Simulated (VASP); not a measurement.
Set up this calculation in VASP 6.6.1, as the native input.

```
Task                   : single point
Functional             : revPBE
Potentials or basis    : VASP PAW PBE potentials, release 64 (Ge_d)
Cutoff                 : 520 eV
k mesh                 : 15 × 15 × 15
Occupations            : fermi-dirac, width 0.1 eV
Spin                   : no spin polarisation
Dipole correction      : no
Further INCAR settings : ALGO = Normal; EDIFF = 1e-06; NBANDS = 13
```

The structure of Ge lies in POSCAR:

```
Ge
1.0
   -1.7666163469      1.7666163469      1.7666163469
    1.7666163469     -1.7666163469      1.7666163469
    1.7666163469      1.7666163469     -1.7666163469
Ge
1
Direct
    0.0000000000      0.0000000000      0.0000000000
```

This isn't the form of Ge at room conditions, which is diamond.

The input as run:

INCAR

```
SYSTEM = Ge
ALGO     = Normal         ! electronic algorithm
EDIFF    = 1E-6           ! SCF threshold, eV
ENCUT    = 520            ! plane-wave cutoff, eV
GGA      = RE             ! functional
ISIF     = 2              ! what is computed and relaxed
ISMEAR   = -1             ! smearing method
LASPH    = .TRUE.         ! aspherical terms in the spheres
LCHARG   = .FALSE.        ! write CHGCAR
LREAL    = .FALSE.        ! projectors in reciprocal space
LWAVE    = .FALSE.        ! write WAVECAR
NBANDS   = 13             ! bands
NELM     = 60             ! most SCF steps
PREC     = Accurate       ! precision mode
SIGMA    = 0.1            ! smearing width, eV
```

KPOINTS

```
k-points
0
G
  15 15 15
  0 0 0
```

Potentials or basis: VASP PAW PBE potentials, release 64 (Ge_d).

Launch:

```sh
$ cat potpaw_PBE.64/Ge_d/POTCAR > POTCAR
$ mpirun -np 1 vasp_std > vasp.out
```

Results of the run:

```json
{"Pressure": "-5.6 GPa", "Band gap on the k mesh": "zero (bands 7 and 8 overlap by 10.16 eV)"}
```

Caveat: the cell stands under tension; the PAW data sets were made with another functional, which shifts forces and pressure a little.

Run time: 21 s on 1 thread of Intel Xeon 8259CL (shared host), peak memory 0.16 GiB.
